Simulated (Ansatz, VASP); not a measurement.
**Bi: VASP beside Ansatz**

```
Bi
1.0
     0.00000    1.85393    1.85393
     1.85393    0.00000    1.85393
     1.85393    1.85393    0.00000
Bi
1
Direct
  0.00000 0.00000 0.00000
```

Change from the starting cell: volume scaled by 0.4, norm-conserving files.

Alike in both runs: task single point; functional PBE; k mesh 14 × 14 × 14; occupations fermi-dirac, width 0.05 eV; no spin polarisation.

|  | VASP | Ansatz |
| --- | --- | --- |
| version | VASP 6.6.1 | Ansatz 0.2.0 |
| potentials or method | VASP PAW PBE potentials, release 64 (Bi_d) | norm-conserving pseudopotentials, scalar-relativistic |
| plane-wave cutoff (eV) | 520 | 898 |
| valence electrons in the cell | 15 | 15 |

|  | VASP | Ansatz | Ansatz less VASP |
| --- | --- | --- | --- |
| pressure (GPa) | 400.4 | 402.1 | +1.68 |

Both programs put the cell under a high pressure, so it lies far from rest at this level.

Neither program's run includes spin-orbit coupling. Noted on VASP's run: the cell as given lies far from equilibrium.
